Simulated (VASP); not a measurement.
**Si4Ru: relaxation of cell and atoms with PBE**

Si4Ru:

```
Si Ru
1.0
     4.49795    0.00000    0.00000
     0.00000    4.49795    0.00000
     0.00000    0.00000    4.49795
Si Ru
4 1
Direct
  0.24378 0.75622 0.75622
  0.75622 0.24378 0.75622
  0.75622 0.75622 0.24378
  0.24378 0.24378 0.24378
  0.00000 0.00000 0.00000
```

```
Program                : VASP 6.6.1
Task                   : relaxation of cell and atoms
Functional             : PBE
Potentials or basis    : VASP PAW PBE potentials, release 64 (Si, Ru_pv)
Cutoff                 : 600 eV
k mesh                 : 4 × 4 × 4
Occupations            : gaussian, width 0.1 eV
Spin                   : no spin polarisation
Dipole correction      : no
Further INCAR settings : ALGO = Normal; EDIFF = 1e-07; IBRION = 2; EDIFFG = -0.04; NSW = 90; ISIF = 3
```

```
Relaxed volume                         : 17.41 Å³/atom
Relaxed cell                           : a = 4.432 Å, b = 4.432 Å, c = 4.432 Å, α = 90.00°, β = 90.00°, γ = 90.00°
Space group after relaxing (to 0.05 Å) : P-43m (No. 215)
Energy gained by relaxing              : 1560.4 meV/atom
Ionic steps                            : 14
Pressure after relaxing                : -0.3 GPa
Largest force after relaxing           : 0.024 eV/Å
Band gap on the k mesh                 : zero (band 15 reaches 7.89 eV, above the bottom of band 16 at 6.53 eV)
```

Forces in eV/Å, atoms in the order of the input:
```
Si   0.014 -0.014 -0.014
Si  -0.014  0.014 -0.014
Si  -0.014 -0.014  0.014
Si   0.014  0.014  0.014
Ru   0.000  0.000  0.000
```

The path:
```
step  energy change (eV)  largest force (eV/Å)  pressure (GPa)  volume (Å³)
   1              0.0000               11.6705           41.41        91.00
   2             -0.2483                0.1533          -14.60       168.07
   3             -2.2081                0.6050          -16.61       149.85
   4             -4.0284                0.7013          -16.99       135.19
   5             -6.2308                1.0490           -9.02       111.64
   6             -6.2344                1.7959           -5.50       107.94
   7             -6.2549                1.4423           -7.18       109.57
   8             -7.1201                1.5049           -4.91        98.44
   9             -7.6878                0.4692            6.83        81.53
  10             -7.7212                0.8676            2.86        85.26
  11             -7.7249                0.7593            3.92        84.16
  12             -7.7519                0.7399           -0.29        86.43
  13             -7.7964                0.0704            1.33        85.42
  14             -7.8021                0.0244           -0.30        87.03
```

Final structure:
```
CELL_PARAMETERS angstrom
4.43160 0.00000 0.00000
0.00000 4.43160 0.00000
0.00000 0.00000 4.43160
ATOMIC_POSITIONS crystal
Si 0.29711 0.70289 0.70289
Si 0.70289 0.29711 0.70289
Si 0.70289 0.70289 0.29711
Si 0.29711 0.29711 0.29711
Ru 0.00000 0.00000 0.00000
```

Levels at points of the mesh, in eV from the Fermi level:
```
           k point  band 11  band 12  band 13  band 14  band 15  band 16  band 17  band 18  band 19
(0.00, 0.00, 0.00)    -2.32    -2.32    -2.32    -0.23    -0.23     1.90     1.90     1.90     2.45
(0.50, 0.00, 0.00)    -2.26    -2.05    -1.62    -1.62    -1.02    -0.67    -0.67     2.99     3.29
(0.50, 0.50, 0.00)    -3.05    -1.59    -1.44    -0.56     0.08     0.08     1.65     2.26     2.26
(0.50, 0.50, 0.50)    -3.75    -1.38    -1.38    -1.29    -1.29    -1.29     4.24     4.24     5.82
```

Run time: 2.1 min on 1 thread of AMD EPYC 9R45 96-Core Processor (Zen 5), on a shared host, peak memory 0.19 GiB.
